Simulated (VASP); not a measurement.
# Sn3Te (Pm-3m) in VASP: a series of runs, part 2 of 2

VASP 6.6.1. The steps go on from the part before.

## (3) Single point, PBEsol

This run uses another cell than the first one, of 21.68 Å³/atom.

INCAR

```
ALGO = Normal ; EDIFF = 1E-7
ENCUT = 520 ; GGA = PS
ISIF = 2 ; ISMEAR = -1
LASPH = T ; LCHARG = T
LELF = T ; LREAL = F
LVHAR = T ; LWAVE = F
NBANDS = 32 ; NELM = 100
PREC = Accurate ; SIGMA = 0.05
```

KPOINTS

```
k-points
0
Gamma
  6 6 6
```

POSCAR

```
Sn3Te
1.0
    4.4262740694      0.0000000000      0.0000000000
    0.0000000000      4.4262740694      0.0000000000
    0.0000000000      0.0000000000      4.4262740694
Te Sn
1 3
Direct
    0.0000000000      0.0000000000      0.0000000000
    0.0000000000      0.5000000000      0.5000000000
    0.5000000000      0.0000000000      0.5000000000
    0.5000000000      0.5000000000      0.0000000000
```

Potentials or basis: VASP PAW PBE potentials, release 64 (Te, Sn_d).

Launch:

```
cat potpaw_PBE.64/Te/POTCAR potpaw_PBE.64/Sn_d/POTCAR > POTCAR
mpirun -np 1 vasp_std > vasp.out
```

OUTCAR:

```text
EDIFF = 1E-7
   ENCUT = 520
   GGA = PS
   ISIF = 2
   ISMEAR = -1
   LASPH = T
   LREAL = F
   NELM = 100
   PREC = Accurate

 ion  position               nearest neighbor table
   1  0.000  0.000  0.000-   2 3.13   3 3.13   4 3.13   2 3.13   3 3.13   2 3.13   4 3.13   2 3.13
                             3 3.13   4 3.13   3 3.13   4 3.13
   2  0.000  0.500  0.500-   1 3.13   3 3.13   4 3.13   1 3.13   4 3.13   1 3.13   3 3.13   1 3.13
                             3 3.13   4 3.13   4 3.13   3 3.13
   3  0.500  0.000  0.500-   1 3.13   2 3.13   4 3.13   1 3.13   4 3.13   2 3.13   4 3.13   4 3.13
                             1 3.13   2 3.13   1 3.13   2 3.13
   4  0.500  0.500  0.000-   1 3.13   2 3.13   3 3.13   2 3.13   3 3.13   1 3.13   3 3.13   3 3.13
                             1 3.13   2 3.13   2 3.13   1 3.13

  LATTYP: Found a simple cubic cell.
 ALAT       =     4.4262740694

  Lattice vectors:

 A1 = (   4.4262740694,   0.0000000000,   0.0000000000)
 A2 = (   0.0000000000,   4.4262740694,   0.0000000000)
 A3 = (   0.0000000000,   0.0000000000,   4.4262740694)

Analysis of symmetry for initial positions (statically):
=====================================================================
 Subroutine PRICEL returns:
 Original cell was already a primitive cell.

 Routine SETGRP: Setting up the symmetry group for a
 simple cubic supercell.

 Subroutine GETGRP returns: Found 48 space group operations
 (whereof 48 operations were pure point group operations)
 out of a pool of 48 trial point group operations.

The static configuration has the point symmetry O_h .

Analysis of symmetry for dynamics (positions and initial velocities):
=====================================================================
 Subroutine PRICEL returns:
 Original cell was already a primitive cell.

 Routine SETGRP: Setting up the symmetry group for a
 simple cubic supercell.

[... 119 lines left out ...]
   EFERMI_NEDOS =   21; number of points for ismear=-14 and -15
   IALGO  =     38    algorithm
   IMIX   =      4    mixing-type and parameters
     AMIX     =   0.40;   BMIX     =  1.00
     AMIX_MAG =   1.60;   BMIX_MAG =  1.00
  volume/ion in A,a.u.               =      21.68       146.30
  Fermi-wavevector in a.u.,A,eV,Ry     =   1.344158  2.540090 24.582467  1.806760
  Thomas-Fermi vector in A             =   2.472174
   LORBIT       =      0    0 simple, 1 ext, 2 COOP (PROOUT), +10 PAW based schemes
   GGA     = PS    functional components
   LHFCALC =     F    Hartree Fock is set to
   AEXX    =    0.0000 exact exchange contribution
   IVDW    =     0    specifies the selected vdW correction
   LEPSILON=     F    determine dielectric tensor
   LRPA    =     F    only Hartree local field effects (RPA)
 non-spin polarized calculation
  energy-cutoff  :      520.00
  volume of cell :       86.72
 maximum number of plane-waves:      2360
 NGX is ok and might be reduce to    36
   NGX = 17   NGY = 17   NGZ = 17

 number of electron      47.9999973 magnetization

 Free energy of the ion-electron system (eV)
  ---------------------------------------------------
  ext. energy  EPLUGINS =         0.00000000
  ---------------------------------------------------
  free energy    TOTEN  =       -14.98308752 eV

  energy without entropy =      -14.95468208  energy(sigma->0) =      -14.96888480

 E-fermi :  11.2974     XC(G=0): -11.5616

 val. band max:       11.2402008015   @ k =   0.1667   0.0000   0.0000
 cond. band min:      11.3000356944   @ k =   0.5000   0.1667   0.0000
 fundamental gap:      0.0598348929
 Fermi energy:        11.2974379728

 k-point     1 :       0.0000    0.0000    0.0000
  band No.  band energies     occupation
      1     -10.4706      2.00000
      2     -10.4706      2.00000
      3     -10.4706      2.00000
      4     -10.4347      2.00000
      5     -10.3525      2.00000
      6     -10.3525      2.00000
[... 689 lines left out ...]
     31      18.5009      0.00000
     32      21.0526      0.00000

------------------------ aborting loop because EDIFF is reached ----------------------------------------

  FORCE on cell =-STRESS in cart. coord.  units (eV):
  Direction    XX          YY          ZZ          XY          YZ          ZX
  --------------------------------------------------------------------------------------
  -------------------------------------------------------------------------------------
  Total       10.8195535     10.8195535     10.8195535      0.0000000      0.0000000     -0.0000000
  in kB      199.8964211    199.8964211    199.8964211      0.0000000      0.0000000     -0.0000000
  external PRESSURE =     199.8964211 kB  Pullay stress =       0.0000000 kB

 VOLUME and BASIS-vectors are now :
 -----------------------------------------------------------------------------
  energy-cutoff  :      520.00
  volume of cell :       86.72
      direct lattice vectors                 reciprocal lattice vectors
     4.426274069  0.000000000  0.000000000     0.225923651  0.000000000  0.000000000
     0.000000000  4.426274069  0.000000000     0.000000000  0.225923651  0.000000000
     0.000000000  0.000000000  4.426274069     0.000000000  0.000000000  0.225923651

 POSITION                                       TOTAL-FORCE (eV/Angst)
 -----------------------------------------------------------------------------------
      0.00000      0.00000      0.00000         0.000000      0.000000      0.000000
      0.00000      2.21314      2.21314         0.000000      0.000000      0.000000
      2.21314      0.00000      2.21314         0.000000      0.000000      0.000000
      2.21314      2.21314      0.00000         0.000000      0.000000      0.000000
 -----------------------------------------------------------------------------------
    total drift:                                0.000000      0.000000      0.000000

  FREE ENERGIE OF THE ION-ELECTRON SYSTEM (eV)
  ---------------------------------------------------
  free  energy   TOTEN  =       -14.9830875205 eV

  energy  without entropy=      -14.9546820840  energy(sigma->0) =      -14.96888480
```

stdout:

```text
POSCAR found type information on POSCAR TeSn
 POSCAR found :  2 types and       4 ions
 scaLAPACK will be used
 -----------------------------------------------------------------------------
|                                                                             |
|                                                                             |
|     You enforced a specific xc type in the INCAR file but a different       |
|     I HOPE YOU KNOW WHAT YOU ARE DOING!                                     |
|                                                                             |
 -----------------------------------------------------------------------------

 LDA part: xc-table for (Slater+PW92), standard interpolation
 POSCAR, INCAR and KPOINTS ok, starting setup
 FFT: planning ... GRIDC
 FFT: planning ... GRID_SOFT
 FFT: planning ... GRID
 WAVECAR not read
 entering main loop
```

It took 24 s on 1 thread of Intel Xeon 6975P-C (Granite Rapids), shared host; peak memory 0.22 GiB.

Results:

* Free energy: -14.9831 eV
* Pressure: 20.0 GPa
* Band gap on the k mesh: zero (bands 24 and 25 overlap by 5.28 eV)

Caveat: the cell stands under pressure; the PAW data sets were made with another functional, which shifts forces and pressure a little; spin-orbit coupling is left out, which moves the levels of the heavy elements.
